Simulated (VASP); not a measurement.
**Mg2C3: single point with r2SCAN**

Crystal: Mg2C3.

```
Mg C
1.0
     2.38702   -2.33941   -0.00634
     2.38702    2.33941   -0.00634
    -1.22536    0.00000    4.85842
Mg C
2 3
Cartesian
  3.6154 0.0000 0.9538
  -0.0667 0.0000 3.8919
  1.1317 0.0000 1.2664
  2.4170 0.0000 3.5793
  1.7743 0.0000 2.4229
```

| Item | Value |
| --- | --- |
| Program | VASP 6.6.1 |
| Task | single point |
| Functional | r2SCAN |
| Potentials or basis | VASP PAW PBE potentials, release 64 (Mg, C) |
| Cutoff | 520 eV |
| k mesh | 8 × 8 × 6 |
| Occupations | gaussian, width 0.05 eV |
| Spin | no spin polarisation |

```
Pressure               : -0.3 GPa
Largest force          : 0.113 eV/Å
Band gap on the k mesh : 1.88 eV, indirect (least direct gap 2.65 eV)
```

Forces on the atoms (eV/Å):
```
Mg  -0.003  0.000 -0.006
Mg   0.003  0.000  0.006
C   -0.053  0.000 -0.099
C    0.053  0.000  0.099
C    0.000  0.000  0.000
```

Stress tensor (GPa, compression positive):
```
-0.47  0.00  0.44
 0.00 -0.62  0.00
 0.44  0.00  0.12
```

Levels at points of the mesh, in eV from the valence-band top:
```csv
k point,band 5,band 6,band 7,band 8,band 9,band 10,band 11,band 12
"(0.00, 0.00, 0.00)",-3.64,-3.32,-1.53,-0.76,3.80,3.93,4.56,8.08
"(0.50, 0.00, 0.00)",-5.07,-3.50,-3.33,-0.20,3.37,4.85,6.84,7.24
"(0.50, 0.50, 0.00)",-5.83,-4.08,-2.65,-1.37,1.88,2.47,3.48,6.11
"(0.00, 0.00, 0.50)",-4.15,-3.83,-0.94,0.00,3.42,3.78,4.46,6.29
"(0.50, 0.00, 0.50)",-4.39,-3.48,-1.51,-0.28,2.37,4.25,6.32,7.14
"(0.50, 0.50, 0.50)",-5.62,-4.27,-3.16,-2.11,2.21,3.81,5.80,7.26
```

Wall time 2.3 min on 1 thread of Intel(R) Xeon(R) 6975P-C (Granite Rapids) (shared host), peak memory 0.24 GiB.

Caveat: the PAW data sets were made with another functional, which shifts forces and pressure a little. A k mesh can miss the band edges.
